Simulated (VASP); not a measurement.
# SnSe2 in VASP: further runs

SnSe2 is run at these levels: PBE; tasks: single point.

Program: VASP 6.6.1. These are calculated values, not measurements. Logs are shortened: lines on timing, memory, paths and dates and some standing lists are left out, and cuts for length are marked.

## Step 1: The cell of the first run

The cell holds a sheet with vacuum, 3 atoms: a = 3.811 Å, b = 3.811 Å, c = 18.000 Å, α = 90.00°, β = 90.00°, γ = 120.00°.

The cell was generated, and may not be a known phase.

## Step 2: Single point, PBE

The input, INCAR:

```
ALGO     = Normal         # electronic algorithm
DIPOL    = 0.5 0.5 0.500
EDIFF    = 1E-6           # SCF threshold, eV
ENCUT    = 520            # plane-wave cutoff, eV
GGA      = PE             # functional
IDIPOL   = 3            
ISIF     = 2              # what is computed and relaxed
ISMEAR   = 0              # smearing method
LASPH    = T              # aspherical terms in the spheres
LCHARG   = F              # write CHGCAR
LDIPOL   = T            
LREAL    = F              # projectors in reciprocal space
LWAVE    = F              # write WAVECAR
NBANDS   = 20             # bands
NELM     = 100            # most SCF steps
PREC     = Accurate       # precision mode
SIGMA    = 0.1            # smearing width, eV
```

The input, KPOINTS:

```
k-points
0
Gamma
  6 6 1
```

The input, POSCAR:

```
SnSe2
1.0
    3.8109990000      0.0000000000      0.0000000000
   -1.9054990000      3.3004220000      0.0000000000
    0.0000000000      0.0000000000     18.0000000000
Sn Se
1 2
Direct
    0.0000000000      0.0000000000      0.5000000000
    0.6666666700      0.3333333300      0.5852361100
    0.3333333300      0.6666666700      0.4147638900
```

Potentials or basis: VASP PAW PBE potentials, release 64 (Sn_d, Se).

The run is started by

```sh
$ cat potpaw_PBE.64/Sn_d/POTCAR potpaw_PBE.64/Se/POTCAR > POTCAR
$ mpirun -np 1 vasp_std > vasp.out
```

OUTCAR:

```text
EDIFF = 1E-6
   ENCUT = 520
   GGA = PE
   ISIF = 2
   ISMEAR = 0
   LASPH = T
   LREAL = F
   NELM = 100
   PREC = Accurate

 ion  position               nearest neighbor table
   1  0.000  0.000  0.500-   2 2.68   3 2.68   3 2.68   2 2.68   2 2.68   3 2.68
   2  0.667  0.333  0.585-   1 2.68   1 2.68   1 2.68
   3  0.333  0.667  0.415-   1 2.68   1 2.68   1 2.68

  LATTYP: Found a hexagonal cell.
 ALAT       =     3.8109990000
 C/A-ratio  =     4.7231710111

  Lattice vectors:

 A1 = (   3.8109990000,   0.0000000000,   0.0000000000)
 A2 = (  -1.9054990000,   3.3004220000,   0.0000000000)
 A3 = (   0.0000000000,   0.0000000000,  18.0000000000)

Analysis of symmetry for initial positions (statically):
=====================================================================
 Subroutine PRICEL returns:
 Original cell was already a primitive cell.

 Routine SETGRP: Setting up the symmetry group for a
 hexagonal supercell.

 Subroutine GETGRP returns: Found 12 space group operations
 (whereof 12 operations were pure point group operations)
 out of a pool of 24 trial point group operations.

The static configuration has the point symmetry D_3d.

Analysis of symmetry for dynamics (positions and initial velocities):
=====================================================================
 Subroutine PRICEL returns:
 Original cell was already a primitive cell.

 Routine SETGRP: Setting up the symmetry group for a
 hexagonal supercell.

 Subroutine GETGRP returns: Found 12 space group operations
 (whereof 12 operations were pure point group operations)
 out of a pool of 24 trial point group operations.

The dynamic configuration has the point symmetry D_3d.

 Subroutine INISYM returns: Found 12 space group operations
 (whereof 12 operations are pure point group operations),
 and found     1 'primitive' translations

----------------------------------------------------------------------------------------

                                     Primitive cell

  volume of cell :     226.4023

  direct lattice vectors                    reciprocal lattice vectors
     3.810999000  0.000000000  0.000000000     0.262398390  0.151495739  0.000000000
    -1.905499000  3.300422000  0.000000000     0.000000000  0.302991557  0.000000000
     0.000000000  0.000000000 18.000000000     0.000000000  0.000000000  0.055555556

  length of vectors
     3.810999000  3.810998795 18.000000000     0.302991541  0.302991557  0.055555556

  position of ions in fractional coordinates (direct lattice)
     0.000000000  0.000000000  0.500000000
     0.666666670  0.333333330  0.585236110
     0.333333330  0.666666670  0.414763890

  ion indices of the primitive-cell ions
   primitive index   ion index
                 1           1
                 2           2
                 3           3

----------------------------------------------------------------------------------------

 KPOINTS: k-points

Automatic generation of k-mesh.
 Grid dimensions read from file:
 generate k-points for:    6    6    1

 Generating k-lattice:

  Cartesian coordinates                     Fractional coordinates (reciprocal lattice)
     0.043733065  0.025249290  0.000000000     0.166666667  0.000000000  0.000000000
     0.000000000  0.050498593  0.000000000     0.000000000  0.166666667  0.000000000
     0.000000000  0.000000000  0.055555556     0.000000000  0.000000000  1.000000000

  Length of vectors
     0.050498590  0.050498593  0.055555556

  Shift w.r.t. Gamma in fractional coordinates (k-lattice)
     0.000000000  0.000000000  0.000000000

 Subroutine IBZKPT returns following result:
 ===========================================

 Found      7 irreducible k-points:

 Following reciprocal coordinates:
            Coordinates               Weight
  0.000000  0.000000  0.000000      1.000000
  0.166667  0.000000  0.000000      6.000000
  0.333333 -0.000000  0.000000      6.000000
  0.500000 -0.000000  0.000000      3.000000
  0.166667  0.166667  0.000000      6.000000
  0.333333  0.166667  0.000000     12.000000
  0.333333  0.333333  0.000000      2.000000
   k-points           NKPTS =      7   k-points in BZ     NKDIM =      7   number of bands    NBANDS=     20
   number of dos      NEDOS =    301   number of ions     NIONS =      3
   total plane-waves  NPLWV = 109760
   dimension x,y,z NGX =    28 NGY =   28 NGZ =  140
   dimension x,y,z NGXF=    56 NGYF=   56 NGZF=  280
   ions per type =               1   2
   NGX,Y,Z   is equivalent  to a cutoff of  12.21, 12.21, 12.93 a.u.
   NGXF,Y,Z  is equivalent  to a cutoff of  24.43, 24.43, 25.86 a.u.
 SYSTEM =  unknown system
   PREC   = accura    normal or accurate (medium, high low for compatibility)
   ISTART =      0    job   : 0-new  1-cont  2-samecut
   ICHARG =      2    charge: 1-file 2-atom 10-const
   ISPIN  =      1    spin polarized calculation?
   LNONCOLLINEAR =      F non collinear calculations
   LSORBIT =      F    spin-orbit coupling
   LASPH  =      T    aspherical Exc in radial PAW
   ENCUT  =  520.0 eV  38.22 Ry    6.18 a.u.   7.09  7.09 33.47*2*pi/ulx,y,z
   NELM   =    100;   NELMIN=  2; NELMDL= -5     # of ELM steps
   EDIFF  = 0.1E-05   stopping-criterion for ELM
   LREAL  =      F    real-space projection
   EDIFFG = 0.1E-04   stopping-criterion for IOM
   NSW    =      0    number of steps for IOM
   IBRION =     -1    ionic relax: 0-MD 1-quasi-New 2-CG
   NFREE  =      0    steps in history (QN), initial steepest desc. (CG)
   ISIF   =      2    stress and relaxation
   ISYM   =      2    0-nonsym 1-usesym 2-fastsym
   POTIM  = 0.5000    time-step for ionic-motion
   TEBEG  =    0.0;   TEEND  =   0.0 temperature during run
   PSTRESS=    0.0 pullay stress
   NELECT =      26.0000    total number of electrons
   NUPDOWN=      -1.0000    fix difference up-down
   EMIN   =  10.00;   EMAX   =-10.00  energy-range for DOS
   EFERMI =   0.00;   METHOD = LEGACY
   ISMEAR =     0;   SIGMA  =   0.10  broadening in eV -4-tet -1-fermi 0-gaus
   EFERMI_NEDOS =   21; number of points for ismear=-14 and -15
   IALGO  =     38    algorithm
   IMIX   =      4    mixing-type and parameters
     AMIX     =   0.40;   BMIX     =  1.00
     AMIX_MAG =   1.60;   BMIX_MAG =  1.00
  volume/ion in A,a.u.               =      75.47       509.28
  Fermi-wavevector in a.u.,A,eV,Ry     =   0.795742  1.503735  8.615284  0.633206
  Thomas-Fermi vector in A             =   1.902129
   LORBIT       =      0    0 simple, 1 ext, 2 COOP (PROOUT), +10 PAW based schemes
   GGA     = PE    functional components
   LHFCALC =     F    Hartree Fock is set to
   AEXX    =    0.0000 exact exchange contribution
   IVDW    =     0    specifies the selected vdW correction
   LEPSILON=     F    determine dielectric tensor
   LRPA    =     F    only Hartree local field effects (RPA)
 non-spin polarized calculation
 Gauss-broadening in eV      SIGMA  =   0.10
  energy-cutoff  :      520.00
  volume of cell :      226.40
 maximum number of plane-waves:      6147
   NGX = 15   NGY = 15   NGZ = 67

 dipolmoment           0.000000      0.000000      0.000000 electrons x Angstroem

 number of electron      26.0000003 magnetization

 dipolmoment           0.000000      0.000000     -0.000000 electrons x Angstroem

 Free energy of the ion-electron system (eV)
  ---------------------------------------------------
  ext. energy  EPLUGINS =         0.00000000
  ---------------------------------------------------
  free energy    TOTEN  =       -11.77362081 eV

  energy without entropy =      -11.77362081  energy(sigma->0) =      -11.77362081

 E-fermi :  -2.1706     XC(G=0):  -3.7797

 val. band max:       -2.6384002570   @ k =   0.1667   0.0000   0.0000
 cond. band min:      -1.6906656304   @ k =   0.5000  -0.0000   0.0000
 fundamental gap:      0.9477346265
 Fermi energy:        -2.1705690905

 k-point     1 :       0.0000    0.0000    0.0000
  band No.  band energies     occupation
      1     -23.7619      2.00000
      2     -23.7619      2.00000
      3     -23.7227      2.00000
      4     -23.7088      2.00000
      5     -23.7088      2.00000
      6     -16.3452      2.00000
      7     -14.8262      2.00000
      8      -8.0577      2.00000
      9      -3.6111      2.00000
     10      -3.1805      2.00000
     11      -3.1805      2.00000
     12      -2.7509      2.00000
     13      -2.7509      2.00000
     14      -0.8874      0.00000
     15       0.4578      0.00000
     16       2.0472      0.00000
     17       2.0472      0.00000
     18       2.9736      0.00000
     19       3.1418      0.00000
     20       4.1103      0.00000

 k-point     2 :       0.1667    0.0000    0.0000
  band No.  band energies     occupation
      1     -23.7754      2.00000
      2     -23.7532      2.00000
      3     -23.7176      2.00000
      4     -23.7118      2.00000
      5     -23.7065      2.00000
      6     -16.0719      2.00000
      7     -14.6414      2.00000
      8      -8.1949      2.00000
      9      -4.9318      2.00000
     10      -3.8965      2.00000
     11      -3.8699      2.00000
     12      -3.4709      2.00000
     13      -2.6384      2.00000
     14      -0.1972      0.00000
     15       1.3036      0.00000
     16       2.4295      0.00000
     17       2.6665      0.00000
     18       3.3166      0.00000
     19       3.5944      0.00000
     20       4.5833      0.00000

 k-point     3 :       0.3333   -0.0000    0.0000
  band No.  band energies     occupation
      1     -23.8057      2.00000
      2     -23.7433      2.00000
      3     -23.7270      2.00000
      4     -23.6949      2.00000
      5     -23.6942      2.00000
      6     -15.3449      2.00000
      7     -14.2900      2.00000
      8      -9.0426      2.00000
      9      -6.5307      2.00000
     10      -4.8590      2.00000
     11      -4.7161      2.00000
     12      -3.2553      2.00000
     13      -2.8229      2.00000
     14      -1.1645      0.00000
     15       1.6919      0.00000
     16       2.9417      0.00000
     17       3.3614      0.00000
     18       3.9432      0.00000
     19       4.3625      0.00000
     20       4.9410      0.00000

 k-point     4 :       0.5000   -0.0000    0.0000
  band No.  band energies     occupation
      1     -23.8215      2.00000
      2     -23.7418      2.00000
      3     -23.7318      2.00000
      4     -23.6856      2.00000
      5     -23.6845      2.00000
      6     -14.7220      2.00000
      7     -14.2562      2.00000
      8      -9.7330      2.00000
      9      -7.1352      2.00000
     10      -5.0308      2.00000
     11      -4.8775      2.00000
     12      -3.2461      2.00000
     13      -2.9402      2.00000
     14      -1.6907      0.00000
     15       1.5747      0.00000
     16       3.1147      0.00000
     17       3.1266      0.00000
     18       3.4504      0.00000
     19       6.0274      0.00000
     20       6.0684      0.00000

 k-point     5 :       0.1667    0.1667    0.0000
  band No.  band energies     occupation
      1     -23.7912      2.00000
      2     -23.7513      2.00000
      3     -23.7190      2.00000
      4     -23.7098      2.00000
      5     -23.6937      2.00000
      6     -15.5654      2.00000
      7     -14.3649      2.00000
      8      -8.7047      2.00000
      9      -5.8849      2.00000
     10      -5.5134      2.00000
     11      -4.0800      2.00000
     12      -3.5507      2.00000
     13      -3.0342      2.00000
     14      -0.2146      0.00000
     15       2.1918      0.00000
     16       2.7305      0.00000
     17       3.1398      0.00000
     18       3.9473      0.00000
     19       4.3208      0.00000
     20       4.7905      0.00000

 k-point     6 :       0.3333    0.1667    0.0000
  band No.  band energies     occupation
      1     -23.8063      2.00000
      2     -23.7543      2.00000
      3     -23.7229      2.00000
      4     -23.6970      2.00000
      5     -23.6853      2.00000
      6     -14.7941      2.00000
      7     -14.1820      2.00000
      8      -9.6118      2.00000
      9      -6.7975      2.00000
     10      -5.7971      2.00000
     11      -5.0512      2.00000
     12      -3.6020      2.00000
     13      -3.0669      2.00000
     14      -0.7129      0.00000
     15       2.5833      0.00000
     16       2.9387      0.00000
     17       3.4653      0.00000
     18       3.9626      0.00000
     19       5.3515      0.00000
     20       5.9053      0.00000

 k-point     7 :       0.3333    0.3333    0.0000
  band No.  band energies     occupation
      1     -23.7824      2.00000
      2     -23.7824      2.00000
      3     -23.7060      2.00000
      4     -23.7060      2.00000
      5     -23.6896      2.00000
      6     -14.2971      2.00000
      7     -14.2971      2.00000
      8      -9.9083      2.00000
      9      -6.3873      2.00000
     10      -6.3873      2.00000
     11      -5.9748      2.00000
     12      -3.3850      2.00000
     13      -3.3850      2.00000
     14      -0.4786      0.00000
     15       2.9955      0.00000
     16       2.9955      0.00000
     17       4.2999      0.00000
     18       5.4074      0.00000
     19       6.0871      0.00000
     20       6.0874      0.00000

------------------------ aborting loop because EDIFF is reached ----------------------------------------

 vacuum level on the upper side and lower side of the slab       (xc-potential included)        -0.151        -0.151

  FORCE on cell =-STRESS in cart. coord.  units (eV):
  Direction    XX          YY          ZZ          XY          YZ          ZX
  --------------------------------------------------------------------------------------
  -------------------------------------------------------------------------------------
  Total        2.0918548      2.0918549      2.4626974      0.0000003      0.0000000      0.0000000
  in kB       14.8033945     14.8033950     17.4277299      0.0000022      0.0000000      0.0000000
  external PRESSURE =      15.6781731 kB  Pullay stress =       0.0000000 kB

 VOLUME and BASIS-vectors are now :
 -----------------------------------------------------------------------------
  energy-cutoff  :      520.00
  volume of cell :      226.40
      direct lattice vectors                 reciprocal lattice vectors
     3.810999000  0.000000000  0.000000000     0.262398390  0.151495739  0.000000000
    -1.905499000  3.300422000  0.000000000     0.000000000  0.302991557  0.000000000
     0.000000000  0.000000000 18.000000000     0.000000000  0.000000000  0.055555556

 POSITION                                       TOTAL-FORCE (eV/Angst)
 -----------------------------------------------------------------------------------
      0.00000      0.00000      9.00000         0.000000      0.000000      0.000000
      1.90550      1.10014     10.53425         0.000000     -0.000000      0.806671
      0.00000      2.20028      7.46575        -0.000000      0.000000     -0.806671
 -----------------------------------------------------------------------------------
    total drift:                               -0.000000      0.000000      0.000000

  FREE ENERGIE OF THE ION-ELECTRON SYSTEM (eV)
  ---------------------------------------------------
  free  energy   TOTEN  =       -11.7736208085 eV

  energy  without entropy=      -11.7736208084  energy(sigma->0) =      -11.77362081

 vacuum level on the upper side and lower side of the slab         3.328         3.328
```

It took 74 s on 1 thread of Intel Xeon 8259CL, shared host; peak memory 0.32 GiB.

What came out:

```
Free energy            : -11.7736 eV
Largest force          : 0.807 eV/Å
Band gap on the k mesh : 0.95 eV (least direct gap 1.25 eV)
```

Forces in eV/Å, atoms in the order of the input:
```
Sn   0.000  0.000  0.000
Se   0.000  0.000  0.807
Se   0.000  0.000 -0.807
```

Caveat: spin-orbit coupling is left out, which moves the levels of the heavy elements.

## Step 3: Single point, PBE

The input, INCAR:

```
SYSTEM = SnSe2
PREC = Accurate ; ENCUT = 520
EDIFF = 1E-6 ; ISMEAR = 0
SIGMA = 0.1 ; LREAL = .False.
LASPH = .True. ; NELM = 60
ALGO = Normal ; ISIF = 2
LWAVE = .False. ; LCHARG = .False.
LDIPOL = .True. ; IDIPOL = 3
DIPOL = 0.5 0.5 0.500 ; GGA = PE
NBANDS = 20
```

The input, KPOINTS:

```
regular mesh
0
Gamma
  6 6 1
  0 0 0
```

POSCAR is that of step 2.

Potentials or basis: VASP PAW PBE potentials, release 64 (Sn_d, Se).

The run is started by

```sh
$ cat potpaw_PBE.64/Sn_d/POTCAR potpaw_PBE.64/Se/POTCAR > POTCAR
$ mpirun -np 1 vasp_std > vasp.out
```

It took 75 s on 1 thread of Intel Xeon 8259CL, shared host; peak memory 0.32 GiB.

It converged, with:

| Item | Value |
| --- | --- |
| Free energy | -11.7736 eV |
| Largest force | 0.807 eV/Å |
| Band gap on the k mesh | 0.95 eV (least direct gap 1.25 eV) |

Forces on the atoms (eV/Å):
```
Sn   0.000  0.000  0.000
Se   0.000  0.000  0.807
Se   0.000  0.000 -0.807
```

Levels at points of the mesh, in eV from the valence-band top:
| k point | band 10 | band 11 | band 12 | band 13 | band 14 | band 15 | band 16 | band 17 |
| --- | --- | --- | --- | --- | --- | --- | --- | --- |
| (0.00, 0.00, 0.00) | -0.54 | -0.54 | -0.11 | -0.11 | 1.75 | 3.10 | 4.69 | 4.69 |
| (0.50, 0.00, 0.00) | -2.39 | -2.24 | -0.61 | -0.30 | 0.95 | 4.21 | 5.75 | 5.76 |

Caveat: spin-orbit coupling is left out, which moves the levels of the heavy elements.
